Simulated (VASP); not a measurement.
# SiC3 (R3m) in VASP: single point with r2SCAN

Aim: the single point of SiC3 with r2SCAN.

Program: VASP 6.6.1. These are calculated values, not measurements. Logs are shortened: lines on timing, memory, paths and dates and some standing lists are left out, and cuts for length are marked.

### 1 The cell of the first run

The structure is trigonal, space group R3m (No. 160). Conventional cell: a = 2.917 Å, b = 2.917 Å, c = 14.010 Å, α = 90.00°, β = 90.00°, γ = 120.00°. Within 2.3 Å of C (site symmetry 3m) lie 3 C at 1.77 Å and 1 Si at 1.89 Å. C (site symmetry 3m) has 1 C at 1.55 Å and 3 Si at 1.82 Å within 2.1 Å. Within 2.1 Å of C (site symmetry 3m) lie 4 C at 1.55 to 1.77 Å. Si (site symmetry 3m) has 4 C at 1.82 to 1.89 Å within 2.4 Å.

### 2 Single point, r2SCAN (biaxial xy strain +3.0%)

The input, POSCAR:

```
SiC3
1.0
    1.4584631515      0.8420440931      4.6700734304
   -1.4584631515      0.8420440931      4.6700734304
    0.0000000000     -1.6840881863      4.6700734304
C Si
3 1
Direct
    1.0077690400      0.0077690400      0.0077690400
    0.4898598165      0.4898598165      0.4898598165
    0.3795624530      0.3795624530      0.3795624530
    0.8728086904      0.8728086904      0.8728086904
```

The input, INCAR.step1:

```
PREC = Accurate ; ENCUT = 520
ISMEAR = 0 ; SIGMA = 0.01
LREAL = F ; LASPH = T
NELM = 60 ; NBANDS = 16
GGA = PE ; ALGO = Normal
EDIFF = 1E-4 ; LWAVE = T
LCHARG = F
```

The input, INCAR.step2:

```
PREC = Accurate ; ENCUT = 520
EDIFF = 1E-6 ; ISMEAR = 0
SIGMA = 0.01 ; LREAL = F
LASPH = T ; NELM = 60
ALGO = Normal ; ISIF = 2
LWAVE = F ; LCHARG = F
METAGGA = R2SCAN ; LMIXTAU = T
NBANDS = 16 ; ISTART = 1
```

The input, KPOINTS:

```
Automatic mesh
0
Gamma
  10 10 10
```

Potentials or basis: VASP PAW PBE potentials, release 64 (C, Si).

Run with:

```bash
$ cat potpaw_PBE.64/C/POTCAR potpaw_PBE.64/Si/POTCAR > POTCAR
$ cp INCAR.step1 INCAR
$ mpirun -np 1 vasp_std > vasp.out
$ cp INCAR.step2 INCAR
$ mpirun -np 1 vasp_std > vasp.out
```

OUTCAR:

```text
PREC = Accurate
   ENCUT = 520
   EDIFF = 1E-6
   ISMEAR = 0
   LREAL = F
   LASPH = T
   NELM = 60
   ISIF = 2
   METAGGA = R2SCAN
   ISTART = 1

 ion  position               nearest neighbor table
   1  0.008  0.008  0.008-   3 1.77   3 1.77   3 1.77   4 1.89
   2  0.490  0.490  0.490-   3 1.55   4 1.82   4 1.82   4 1.82
   3  0.380  0.380  0.380-   2 1.55   1 1.77   1 1.77   1 1.77
   4  0.873  0.873  0.873-   2 1.82   2 1.82   2 1.82   1 1.89

  LATTYP: Found a trigonal (rhomboedric) cell.
 ALAT       =     4.9644474883
 COS(alpha) =     0.8273847844

  Lattice vectors:

 A1 = (   1.4584631515,   0.8420440931,   4.6700734304)
 A2 = (  -1.4584631515,   0.8420440931,   4.6700734304)
 A3 = (   0.0000000000,  -1.6840881863,   4.6700734304)

Analysis of symmetry for initial positions (statically):
=====================================================================
 Subroutine PRICEL returns:
 Original cell was already a primitive cell.

 Routine SETGRP: Setting up the symmetry group for a
 trigonal (rhombohedral) supercell.

 Subroutine GETGRP returns: Found  6 space group operations
 (whereof  6 operations were pure point group operations)
 out of a pool of 12 trial point group operations.

The static configuration has the point symmetry C_3v.

Analysis of symmetry for dynamics (positions and initial velocities):
=====================================================================
 Subroutine PRICEL returns:
 Original cell was already a primitive cell.

 Routine SETGRP: Setting up the symmetry group for a
 trigonal (rhombohedral) supercell.

 Subroutine GETGRP returns: Found  6 space group operations
 (whereof  6 operations were pure point group operations)
 out of a pool of 12 trial point group operations.

The dynamic configuration has the point symmetry C_3v.

 Subroutine INISYM returns: Found  6 space group operations
 (whereof  6 operations are pure point group operations),
 and found     1 'primitive' translations

----------------------------------------------------------------------------------------

                                     Primitive cell

  volume of cell :      34.4116

  direct lattice vectors                    reciprocal lattice vectors
[... 90 lines left out ...]
   NELM   =     60;   NELMIN=  2; NELMDL=  0     # of ELM steps
   EDIFF  = 0.1E-05   stopping-criterion for ELM
   LREAL  =      F    real-space projection
   EDIFFG = 0.1E-04   stopping-criterion for IOM
   NSW    =      0    number of steps for IOM
   IBRION =     -1    ionic relax: 0-MD 1-quasi-New 2-CG
   NFREE  =      0    steps in history (QN), initial steepest desc. (CG)
   ISIF   =      2    stress and relaxation
   ISYM   =      2    0-nonsym 1-usesym 2-fastsym
   POTIM  = 0.5000    time-step for ionic-motion
   TEBEG  =    0.0;   TEEND  =   0.0 temperature during run
   PSTRESS=    0.0 pullay stress
   NELECT =      16.0000    total number of electrons
   NUPDOWN=      -1.0000    fix difference up-down
   EMIN   =  10.00;   EMAX   =-10.00  energy-range for DOS
   EFERMI =   0.00;   METHOD = LEGACY
   ISMEAR =     0;   SIGMA  =   0.01  broadening in eV -4-tet -1-fermi 0-gaus
   EFERMI_NEDOS =   21; number of points for ismear=-14 and -15
   IALGO  =     38    algorithm
   IMIX   =      4    mixing-type and parameters
     AMIX     =   0.40;   BMIX     =  1.00
     AMIX_MAG =   1.60;   BMIX_MAG =  1.00
  volume/ion in A,a.u.               =       8.60        58.06
  Fermi-wavevector in a.u.,A,eV,Ry     =   1.268274  2.396690 21.885227  1.608519
  Thomas-Fermi vector in A             =   2.401377
   LORBIT       =      0    0 simple, 1 ext, 2 COOP (PROOUT), +10 PAW based schemes
   METAGGA = R2SCAN    functional components
   LHFCALC =     F    Hartree Fock is set to
   AEXX    =    0.0000 exact exchange contribution
   IVDW    =     0    specifies the selected vdW correction
   LEPSILON=     F    determine dielectric tensor
   LRPA    =     F    only Hartree local field effects (RPA)
 non-spin polarized calculation
 Gauss-broadening in eV      SIGMA  =   0.01
  energy-cutoff  :      520.00
  volume of cell :       34.41
 maximum number of plane-waves:       966
 NGX is ok and might be reduce to    40
   NGX = 19   NGY = 19   NGZ = 19

 number of electron      16.0000000 magnetization

 Free energy of the ion-electron system (eV)
  ---------------------------------------------------
  ext. energy  EPLUGINS =         0.00000000
  ---------------------------------------------------
  free energy    TOTEN  =       -36.57847638 eV

  energy without entropy =      -36.57847638  energy(sigma->0) =      -36.57847638

 E-fermi :   8.2927     XC(G=0): -12.4519

 val. band max:        8.1797401553   @ k =   0.0000   0.0000   0.0000
 cond. band min:      10.2450256961   @ k =  -0.4000  -0.4000   0.2000
 fundamental gap:      2.0652855408
 Fermi energy:         8.2927457189

 k-point     1 :       0.0000    0.0000    0.0000
  band No.  band energies     occupation
      1     -10.5346      2.00000
      2      -5.6411      2.00000
      3      -2.9920      2.00000
      4       5.3552      2.00000
      5       5.3552      2.00000
      6       7.3790      2.00000
[... 433 lines left out ...]
      3      -1.7226      2.00000
      4       0.3581      2.00000
      5       2.3116      2.00000
      6       2.9256      2.00000
[... 8 lines left out ...]
     15      20.7095      0.00000
     16      21.5214      0.00000

 [... further k-points ...]

------------------------ aborting loop because EDIFF is reached ----------------------------------------

  FORCE on cell =-STRESS in cart. coord.  units (eV):
  Direction    XX          YY          ZZ          XY          YZ          ZX
  --------------------------------------------------------------------------------------
  -------------------------------------------------------------------------------------
  Total       -3.9839618     -3.9839618     -0.8459851      0.0000000      0.0000000      0.0000000
  in kB     -185.4899949   -185.4899949    -39.3883720      0.0000000      0.0000000      0.0000000
  external PRESSURE =    -136.7894539 kB  Pullay stress =       0.0000000 kB

 VOLUME and BASIS-vectors are now :
 -----------------------------------------------------------------------------
  energy-cutoff  :      520.00
  volume of cell :       34.41
      direct lattice vectors                 reciprocal lattice vectors
     1.458463151  0.842044093  4.670073430     0.342826625  0.197931044  0.071376465
    -1.458463151  0.842044093  4.670073430    -0.342826625  0.197931044  0.071376465
     0.000000000 -1.684088186  4.670073430     0.000000000 -0.395862089  0.071376465

 POSITION                                       TOTAL-FORCE (eV/Angst)
 -----------------------------------------------------------------------------------
      0.00000     -0.00000      0.10885         0.000000      0.000000     -0.027558
      0.00000     -0.00000      6.86304         0.000000     -0.000000      0.070961
      0.00000     -0.00000      5.31775         0.000000      0.000000     -0.029285
      0.00000     -0.00000     12.22824         0.000000      0.000000     -0.014117
 -----------------------------------------------------------------------------------
    total drift:                                0.000000      0.000000      0.000320

  FREE ENERGIE OF THE ION-ELECTRON SYSTEM (eV)
  ---------------------------------------------------
  free  energy   TOTEN  =       -36.5784763797 eV

  energy  without entropy=      -36.5784763797  energy(sigma->0) =      -36.57847638
```

Wall time 9.9 min (1 thread of Intel Xeon Platinum 8375C at 2.90GHz (Ice Lake), shared host); peak memory 0.27 GiB.

Results:

```
Free energy            : -36.5785 eV
Pressure               : -13.7 GPa
Largest force          : 0.071 eV/Å
Band gap on the k mesh : 2.07 eV (least direct gap 3.16 eV)
```

Forces on the atoms (eV/Å):
```
C    0.000  0.000 -0.028
C    0.000  0.000  0.071
C    0.000  0.000 -0.029
Si   0.000  0.000 -0.014
```

Caveat: the cell differs from its parent crystal (biaxial xy strain +3.0%); the stress differs along the axes, from -19 to -4 GPa; the PAW data sets were made with another functional, which shifts forces and pressure a little.
